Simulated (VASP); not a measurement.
The system is ZnSe.

```xyz
2
Lattice="2.8338 2.8338 0.0000 -2.8338 2.8338 0.0000 0.0000 2.8338 2.8338" Properties=species:S:1:pos:R:3 pbc="T T T"
Zn    0.0000    0.0000    0.0000
Se    1.4169    4.2507    1.4169
```

```yaml
Program: VASP 6.6.1
Task: relaxation of cell and atoms
Functional: LDA
Potentials_or_basis: VASP PAW LDA potentials, release 64 (Zn, Se)
Cutoff: 600 eV
k_mesh: 12 × 12 × 12
Occupations: fermi-dirac, width 0.08 eV
Spin: no spin polarisation
```

At the start: pressure -3.1 GPa; volume 22.76 Å³/atom.

Q: How do energy, volume and symmetry change on relaxing?

A: Over 3 steps the energy falls by 11.0 meV/atom and the volume is 21.67 Å³/atom (-4.8 %); space group F-43m (No. 216, to 0.05 Å).

The path:
| step | energy change (eV) | largest force (eV/Å) | pressure (GPa) | volume (Å³) |
| --- | --- | --- | --- | --- |
| 1 | 0.0000 | 0.0000 | -3.12 | 45.51 |
| 2 | -0.0195 | 0.0000 | 1.17 | 42.66 |
| 3 | -0.0220 | 0.0000 | 0.00 | 43.34 |

Final structure:
```
CELL_PARAMETERS angstrom
2.78804 2.78804 0.00000
-2.78804 2.78804 0.00000
0.00000 2.78804 2.78804
ATOMIC_POSITIONS crystal
Zn 0.00000 0.00000 0.00000
Se 0.75000 0.25000 0.50000
```
